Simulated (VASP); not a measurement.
# CuAs (P6_3/mmc) in VASP: further runs, part 2 of 2

VASP 6.6.1. The steps go on from the part before.

### 3 Single point, LDA

This run uses another cell than the first one, of 17.20 Å³/atom.

Contents of INCAR:

```
ALGO     = Normal         # electronic algorithm
EDIFF    = 1E-6           # SCF threshold, eV
ENCUT    = 520            # plane-wave cutoff, eV
ISIF     = 2              # what is computed and relaxed
ISMEAR   = 0              # smearing method
LASPH    = True           # aspherical terms in the spheres
LCHARG   = False          # write CHGCAR
LREAL    = False          # projectors in reciprocal space
LWAVE    = False          # write WAVECAR
NBANDS   = 24             # bands
NELM     = 100            # most SCF steps
PREC     = Accurate       # precision mode
SIGMA    = 0.15           # smearing width, eV
```

Contents of KPOINTS:

```
k-points
0
Gamma
  12 12 8
```

Contents of POSCAR:

```
CuAs
1.0
    4.0443000000      0.0000000000      0.0000000000
   -2.0221500000      3.5024665405      0.0000000000
    0.0000000000      0.0000000000      4.8580437534
Cu As
2 2
Direct
    0.0000000000      0.0000000000      0.5000000000
    0.0000000000      0.0000000000      0.0000000000
    0.6666666667      0.3333333333      0.7500000000
    0.3333333333      0.6666666667      0.2500000000
```

Potentials or basis: VASP PAW LDA potentials, release 64 (Cu, As).

Run with:

```
cat potpaw_LDA.64/Cu/POTCAR potpaw_LDA.64/As/POTCAR > POTCAR
mpirun -np 1 vasp_std > vasp.out
```

OUTCAR:

```text
EDIFF = 1E-6
   ENCUT = 520
   ISIF = 2
   ISMEAR = 0
   LASPH = True
   LREAL = False
   NELM = 100
   PREC = Accurate

 ion  position               nearest neighbor table
   1  0.000  0.000  0.500-   2 2.43   2 2.43   4 2.63   3 2.63   4 2.63   3 2.63   3 2.63   4 2.63

   2  0.000  0.000  0.000-   1 2.43   1 2.43   4 2.63   3 2.63   4 2.63   3 2.63   3 2.63   4 2.63

   3  0.667  0.333  0.750-   1 2.63   2 2.63   1 2.63   2 2.63   1 2.63   2 2.63
   4  0.333  0.667  0.250-   1 2.63   2 2.63   1 2.63   2 2.63   1 2.63   2 2.63

  LATTYP: Found a hexagonal cell.
 ALAT       =     4.0443000000
 C/A-ratio  =     1.2012075646

  Lattice vectors:

 A1 = (   4.0443000000,   0.0000000000,   0.0000000000)
 A2 = (  -2.0221500000,   3.5024665405,   0.0000000000)
 A3 = (   0.0000000000,   0.0000000000,   4.8580437534)

Analysis of symmetry for initial positions (statically):
=====================================================================
 Subroutine PRICEL returns:
 Original cell was already a primitive cell.

 Routine SETGRP: Setting up the symmetry group for a
 hexagonal supercell.

 Subroutine GETGRP returns: Found 24 space group operations
 (whereof 12 operations were pure point group operations)
 out of a pool of 24 trial point group operations.

The static configuration has the point symmetry D_3d.
 The point group associated with its full space group is D_6h.

Analysis of symmetry for dynamics (positions and initial velocities):
=====================================================================
 Subroutine PRICEL returns:
 Original cell was already a primitive cell.

 Routine SETGRP: Setting up the symmetry group for a
 hexagonal supercell.

 Subroutine GETGRP returns: Found 24 space group operations
 (whereof 12 operations were pure point group operations)
 out of a pool of 24 trial point group operations.

The dynamic configuration has the point symmetry D_3d.
 The point group associated with its full space group is D_6h.

 Subroutine INISYM returns: Found 24 space group operations
 (whereof 12 operations are pure point group operations),
 and found     1 'primitive' translations

----------------------------------------------------------------------------------------

                                     Primitive cell

  volume of cell :      68.8143

  direct lattice vectors                    reciprocal lattice vectors
     4.044300000  0.000000000  0.000000000     0.247261578  0.142756539  0.000000000
    -2.022150000  3.502466540  0.000000000     0.000000000  0.285513077  0.000000000
     0.000000000  0.000000000  4.858043753     0.000000000  0.000000000  0.205844173

  length of vectors
     4.044300000  4.044300000  4.858043753     0.285513077  0.285513077  0.205844173

  position of ions in fractional coordinates (direct lattice)
     0.000000000  0.000000000  0.500000000
     0.000000000  0.000000000  0.000000000
     0.666666667  0.333333333  0.750000000
     0.333333333  0.666666667  0.250000000

  ion indices of the primitive-cell ions
   primitive index   ion index
                 1           1
                 2           2
                 3           3
                 4           4

----------------------------------------------------------------------------------------

 KPOINTS: k-points

Automatic generation of k-mesh.
 Grid dimensions read from file:
 generate k-points for:   12   12    8

 Generating k-lattice:

  Cartesian coordinates                     Fractional coordinates (reciprocal lattice)
     0.020605132  0.011896378  0.000000000     0.083333333  0.000000000  0.000000000
     0.000000000  0.023792756  0.000000000     0.000000000  0.083333333  0.000000000
     0.000000000  0.000000000  0.025730522     0.000000000  0.000000000  0.125000000

  Length of vectors
     0.023792756  0.023792756  0.025730522

  Shift w.r.t. Gamma in fractional coordinates (k-lattice)
     0.000000000  0.000000000  0.000000000

 Subroutine IBZKPT returns following result:
 ===========================================

 Found     95 irreducible k-points:

 Following reciprocal coordinates:
            Coordinates               Weight
  0.000000  0.000000  0.000000      1.000000
  0.083333 -0.000000  0.000000      6.000000
  0.166667  0.000000  0.000000      6.000000
  0.250000  0.000000  0.000000      6.000000
  0.333333  0.000000  0.000000      6.000000
  0.416667 -0.000000  0.000000      6.000000
[... 16 lines left out ...]
  0.250000  0.000000  0.125000     12.000000
  0.333333  0.000000  0.125000     12.000000
 [... further k-points ...]
   k-points           NKPTS =     95   k-points in BZ     NKDIM =     95   number of bands    NBANDS=     24
   number of dos      NEDOS =    301   number of ions     NIONS =      4
   total plane-waves  NPLWV =  32400
   dimension x,y,z NGX =    30 NGY =   30 NGZ =   36
   dimension x,y,z NGXF=    60 NGYF=   60 NGZF=   72
   ions per type =               2   2
   NGX,Y,Z   is equivalent  to a cutoff of  12.33, 12.33, 12.32 a.u.
   NGXF,Y,Z  is equivalent  to a cutoff of  24.66, 24.66, 24.64 a.u.
 SYSTEM =  unknown system
   PREC   = accura    normal or accurate (medium, high low for compatibility)
   ISTART =      0    job   : 0-new  1-cont  2-samecut
   ICHARG =      2    charge: 1-file 2-atom 10-const
   ISPIN  =      1    spin polarized calculation?
   LNONCOLLINEAR =      F non collinear calculations
   LSORBIT =      F    spin-orbit coupling
   LASPH  =      T    aspherical Exc in radial PAW
   ENCUT  =  520.0 eV  38.22 Ry    6.18 a.u.   7.52  7.52  9.03*2*pi/ulx,y,z
   NELM   =    100;   NELMIN=  2; NELMDL= -5     # of ELM steps
   EDIFF  = 0.1E-05   stopping-criterion for ELM
   LREAL  =      F    real-space projection
   EDIFFG = 0.1E-04   stopping-criterion for IOM
   NSW    =      0    number of steps for IOM
   IBRION =     -1    ionic relax: 0-MD 1-quasi-New 2-CG
   NFREE  =      0    steps in history (QN), initial steepest desc. (CG)
   ISIF   =      2    stress and relaxation
   ISYM   =      2    0-nonsym 1-usesym 2-fastsym
   POTIM  = 0.5000    time-step for ionic-motion
   TEBEG  =    0.0;   TEEND  =   0.0 temperature during run
   PSTRESS=    0.0 pullay stress
   NELECT =      32.0000    total number of electrons
   NUPDOWN=      -1.0000    fix difference up-down
   EMIN   =  10.00;   EMAX   =-10.00  energy-range for DOS
   EFERMI =   0.00;   METHOD = LEGACY
   ISMEAR =     0;   SIGMA  =   0.15  broadening in eV -4-tet -1-fermi 0-gaus
   EFERMI_NEDOS =   21; number of points for ismear=-14 and -15
   IALGO  =     38    algorithm
   IMIX   =      4    mixing-type and parameters
     AMIX     =   0.40;   BMIX     =  1.00
     AMIX_MAG =   1.60;   BMIX_MAG =  1.00
  volume/ion in A,a.u.               =      17.20       116.10
  Fermi-wavevector in a.u.,A,eV,Ry     =   1.268329  2.396794 21.887124  1.608658
  Thomas-Fermi vector in A             =   2.401430
   LORBIT       =      0    0 simple, 1 ext, 2 COOP (PROOUT), +10 PAW based schemes
   GGA     = CA    functional components
   LHFCALC =     F    Hartree Fock is set to
   AEXX    =    0.0000 exact exchange contribution
   IVDW    =     0    specifies the selected vdW correction
   LEPSILON=     F    determine dielectric tensor
   LRPA    =     F    only Hartree local field effects (RPA)
 non-spin polarized calculation
 Gauss-broadening in eV      SIGMA  =   0.15
  energy-cutoff  :      520.00
  volume of cell :       68.81
 maximum number of plane-waves:      1878
   NGX = 15   NGY = 15   NGZ = 19

 number of electron      32.0000037 magnetization

 Free energy of the ion-electron system (eV)
  ---------------------------------------------------
  ext. energy  EPLUGINS =         0.00000000
  ---------------------------------------------------
  free energy    TOTEN  =       -19.69200593 eV

  energy without entropy =      -19.66749788  energy(sigma->0) =      -19.67975191

 E-fermi :   5.5655     XC(G=0): -11.0975

 val. band max:        5.5637049076   @ k =   0.1667   0.0000   0.0000
 cond. band min:       5.5714637247   @ k =   0.2500   0.0833   0.3750
 fundamental gap:      0.0077588171
 Fermi energy:         5.5655219719

 k-point     1 :       0.0000    0.0000    0.0000
  band No.  band energies     occupation
      1      -7.4244      2.00000
      2      -3.9370      2.00000
      3       0.1884      2.00000
      4       1.0004      2.00000
      5       1.0004      2.00000
      6       1.1763      2.00000
[... 16 lines left out ...]
     23      14.1823      0.00000
     24      14.1823      0.00000
[... 598 lines left out ...]
      2      -4.5098      2.00000
      3       0.0753      2.00000
      4       1.0457      2.00000
      5       1.2062      2.00000
      6       1.4962      2.00000
[... 16 lines left out ...]
     23      13.5246      0.00000
     24      14.2686      0.00000

 [... further k-points ...]
[... 5 lines left out ...]
  --------------------------------------------------------------------------------------
  -------------------------------------------------------------------------------------
  Total       -6.0964185     -6.0964185     -3.1789554      0.0000000      0.0000000      0.0000000
  in kB     -141.9405805   -141.9405805    -74.0144019      0.0000000      0.0000000      0.0000000
  external PRESSURE =    -119.2985210 kB  Pullay stress =       0.0000000 kB

 VOLUME and BASIS-vectors are now :
 -----------------------------------------------------------------------------
  energy-cutoff  :      520.00
  volume of cell :       68.81
      direct lattice vectors                 reciprocal lattice vectors
     4.044300000  0.000000000  0.000000000     0.247261578  0.142756539  0.000000000
    -2.022150000  3.502466540  0.000000000     0.000000000  0.285513077  0.000000000
     0.000000000  0.000000000  4.858043753     0.000000000  0.000000000  0.205844173

 POSITION                                       TOTAL-FORCE (eV/Angst)
 -----------------------------------------------------------------------------------
      0.00000      0.00000      2.42902        -0.000000      0.000000      0.000000
      0.00000      0.00000      0.00000        -0.000000      0.000000      0.000000
      2.02215      1.16749      3.64353        -0.000000      0.000000     -0.000000
     -0.00000      2.33498      1.21451         0.000000     -0.000000     -0.000000
 -----------------------------------------------------------------------------------
    total drift:                                0.000000      0.000000      0.000000

  FREE ENERGIE OF THE ION-ELECTRON SYSTEM (eV)
  ---------------------------------------------------
  free  energy   TOTEN  =       -19.6920059337 eV

  energy  without entropy=      -19.6674978781  energy(sigma->0) =      -19.67975191
```

Run time: 2.6 min. Hardware: 1 thread of AMD EPYC 7R43 (Zen 3), shared host; peak memory 0.22 GiB.

What came out:

* Free energy: -19.6920 eV
* Pressure: -11.9 GPa
* Band gap on the k mesh: zero (bands 16 and 17 overlap by 1.63 eV)

Levels at points of the mesh, in eV from the Fermi level:
| k point | band 13 | band 14 | band 15 | band 16 | band 17 | band 18 | band 19 | band 20 |
| --- | --- | --- | --- | --- | --- | --- | --- | --- |
| (0.00, 0.00, 0.00) | -1.21 | -0.36 | -0.36 | 0.85 | 0.85 | 2.22 | 2.27 | 2.54 |
| (0.50, 0.00, 0.00) | -2.60 | -2.52 | -2.50 | -2.36 | 0.34 | 2.34 | 3.17 | 4.62 |
| (0.00, 0.00, 0.50) | -1.27 | -1.27 | 0.70 | 0.70 | 0.70 | 0.70 | 3.86 | 3.86 |
| (0.50, 0.00, 0.50) | -2.91 | -2.91 | -0.64 | -0.64 | 0.19 | 0.19 | 4.68 | 4.68 |

Caveat: the cell stands under tension.

### 4 Single point, LDA

This run uses another cell than the first one, of 17.34 Å³/atom.

Contents of INCAR:

```
PREC     = Accurate       # precision mode
ENCUT    = 520            # plane-wave cutoff, eV
EDIFF    = 1E-6           # SCF threshold, eV
ISMEAR   = 0              # smearing method
SIGMA    = 0.15           # smearing width, eV
LREAL    = F              # projectors in reciprocal space
LASPH    = T              # aspherical terms in the spheres
NELM     = 100            # most SCF steps
ALGO     = Normal         # electronic algorithm
ISIF     = 2              # what is computed and relaxed
LWAVE    = F              # write WAVECAR
LCHARG   = F              # write CHGCAR
NBANDS   = 24             # bands
```

Contents of KPOINTS:

```
regular mesh
0
Gamma
  12 12 8
```

Contents of POSCAR:

```
CuAs
1.0
    3.9561000000      0.0000000000      0.0000000000
   -1.9780500000      3.4260830999      0.0000000000
    0.0000000000      0.0000000000      5.1171000000
Cu As
2 2
Direct
    0.0000000000      0.0000000000      0.5000000000
    0.0000000000      0.0000000000      0.0000000000
    0.6666666667      0.3333333333      0.7500000000
    0.3333333333      0.6666666667      0.2500000000
```

Run with:

```
cat potpaw_LDA.64/Cu/POTCAR potpaw_LDA.64/As/POTCAR > POTCAR
mpirun -np 1 vasp_std > vasp.out
```

Run time: 2.8 min. Hardware: 1 thread of AMD EPYC 7R43 (Zen 3), shared host; peak memory 0.22 GiB.

It converged, with:

- Free energy: -19.7101 eV
- Pressure: -12.7 GPa
- Band gap on the k mesh: zero (bands 16 and 17 overlap by 1.94 eV)

Stress tensor (GPa, compression positive):
```
-12.51   0.00   0.00
  0.00 -12.51   0.00
  0.00   0.00 -13.20
```

Levels at points of the mesh, in eV from the Fermi level:
```csv
k point,band 12,band 13,band 14,band 15,band 16,band 17,band 18,band 19,band 20,band 21
"(0.00, 0.00, 0.00)",-2.64,-1.49,-0.10,-0.10,1.12,1.12,2.38,2.63,2.64,6.19
"(0.50, 0.00, 0.00)",-2.75,-2.72,-2.67,-2.64,-2.26,0.11,2.23,3.32,4.57,4.88
"(0.00, 0.00, 0.50)",-3.17,-1.35,-1.35,0.85,0.85,0.85,0.85,4.05,4.05,5.78
"(0.50, 0.00, 0.50)",-3.03,-2.91,-2.91,-0.54,-0.54,0.28,0.28,4.27,4.27,7.35
```

Caveat: the cell stands under tension.

### 5 Overview

| cell | gap on the mesh (eV) | pressure (GPa) |
| --- | --- | --- |
| a = 3.868, b = 3.868, c = 5.247 Å, angles 90.0, 90.0, 120.0°, 4 atoms | none | -11.4 |
| a = 4.044, b = 4.044, c = 4.858 Å, angles 90.0, 90.0, 120.0°, 4 atoms | none | -11.9 |
| a = 3.956, b = 3.956, c = 5.117 Å, angles 90.0, 90.0, 120.0°, 4 atoms | none | -12.7 |

Alike in all rows: task single point; level LDA; potentials or basis VASP PAW LDA potentials, release 64 (Cu, As); no spin polarisation; k mesh 12 × 12 × 8; cutoff (eV) 520; smearing gaussian 0.15 eV.

Caveats: the cell stands under tension.

Total energies depend on the potentials used, so only differences within one code and one set of settings carry meaning.
